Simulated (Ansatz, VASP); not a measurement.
# Two plane-wave programs on SnSe

The input POSCAR:

```
SnSe
1.0
    0.0000000000      3.3639844462      3.3639844462
    3.3639844462      0.0000000000      3.3639844462
    3.3639844462      3.3639844462      0.0000000000
Sn Se
1 1
Direct
    0.0000000000      0.0000000000      0.0000000000
    0.2500000000      0.2500000000      0.2500000000
```

Contents of INCAR.step1:

```
  PREC = Accurate
  ENCUT = 520
  EDIFF = 1E-5
  ISMEAR = 0
  SIGMA = 0.01
  LREAL = False
  LASPH = True
  NELM = 60
  ALGO = Normal
  ISIF = 2
  LWAVE = True
  LCHARG = False
  GGA = PE
  NBANDS = 17
```

File INCAR.step2:

```
  PREC = Accurate
  ENCUT = 520
  EDIFF = 1E-6
  ISMEAR = 0
  SIGMA = 0.01
  LREAL = False
  LASPH = True
  NELM = 60
  ALGO = Normal
  ISIF = 2
  LWAVE = False
  LCHARG = False
  GGA = PE
  LHFCALC = True
  AEXX = 0.25
  PRECFOCK = Normal
  ISTART = 1
  NBANDS = 17
```

KPOINTS

```
regular mesh
0
Gamma
  4 4 4
```

Input for Ansatz:

```yaml
crystal:
  lattice:
    - [0.0, 3.3639844462, 3.3639844462]
    - [3.3639844462, 0.0, 3.3639844462]
    - [3.3639844462, 3.3639844462, 0.0]
  atoms:
    - { symbol: Sn, position: [0.0, 0.0, 0.0] }
    - { symbol: Se, position: [0.25, 0.25, 0.25] }
kpoints:
  mp_grid: { grid: [4, 4, 4] }
  band_path:
    path:
      - [0.0, 0.0, 0.0]
      - [-0.5, -0.5, 0.0]
      - [-0.375, -0.375, 0.25]
      - [-0.375, 0.0, 0.375]
      - [0.0, 0.0, 0.5]
      - [-0.5, -0.25, 0.25]
    npoints: 1
hamiltonian:
  xc: pbe0
scf:
  occupations: { method: fixed }
  n_extra_bands: 4
output:
  forces: true
  stress: true
  eigenvalues: true
  write_density: true
  write_potential: true
  elf: true
  volumetric_format: npy
```

Alike in both runs: task single point; functional PBE0; k mesh 4 × 4 × 4; no spin polarisation.

|  | VASP | Ansatz |
| --- | --- | --- |
| version | VASP 6.6.1 | Ansatz 0.2.0 |
| potentials or method | VASP PAW PBE potentials, release 64 (Sn_d, Se) | plane waves, PAW |
| plane-wave cutoff (eV) | 520 | 420 |
| occupations | gaussian, width 0.01 eV | fixed |
| valence electrons in the cell | 20 | 30 |

```csv
,VASP,Ansatz,Ansatz less VASP
gap on the k mesh at the Fermi level (eV),0.95,0.90,-0.058
pressure (GPa),0.0,0.1,+0.14
```

VASP's potentials hold 20 valence electrons a cell and Ansatz's 30, so a difference there can come from the potentials and not from the codes. Ansatz's warnings: metallic iterate, metallic semilocal start, stress exchange threshold loose, stress scf threshold loose.
